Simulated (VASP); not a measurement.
A run of VASP 6.6.1 is set up as follows.

INCAR

```
  PREC = Accurate
  ENCUT = 600
  EDIFF = 1E-7
  ISMEAR = -1
  SIGMA = 0.15
  LREAL = F
  LASPH = T
  NELM = 60
  ALGO = Normal
  ISIF = 3
  LWAVE = F
  LCHARG = F
  GGA = PS
  IBRION = 2
  NSW = 80
  EDIFFG = -0.01
  PSTRESS = 50.0
```

KPOINTS

```
regular mesh
0
Gamma
  12 12 6
```

POSCAR

```
Cu
1.0
    2.5341000000      0.0000000000      0.0000000000
   -1.2670500000      2.1945900000      0.0000000000
    0.0000000000      0.0000000000      4.1125700000
Cu
2
Direct
    0.3333333333      0.6666666667      0.2500000000
    0.6666666667      0.3333333333      0.7500000000
```

Potentials or basis: VASP PAW PBE potentials, release 64 (Cu).

Run with:

```console
$ cat potpaw_PBE.64/Cu/POTCAR > POTCAR
$ mpirun -np 1 vasp_std > vasp.out
```

**Question.** What does it give for the space group after relaxing (to 0.1 Å)?

**Answer.** P6_3/mmc (No. 194).

**Question.** Estimate the band gap on the k mesh.

**Answer.** Zero (bands 11 and 12 overlap by 6.25 eV).

**Question.** Predict the relaxed cell.

**Answer.** a = 2.499 Å, b = 2.499 Å, c = 4.094 Å, α = 90.00°, β = 90.00°, γ = 120.00°.

Final structure:
```
CELL_PARAMETERS angstrom
2.49850 0.00000 0.00000
-1.24925 2.16376 0.00000
0.00000 0.00000 4.09367
ATOMIC_POSITIONS crystal
Cu 0.33333 0.66667 0.25000
Cu 0.66667 0.33333 0.75000
```

Caveat: the cell is relaxed towards a set pressure, so the run minimises the enthalpy, not the energy.
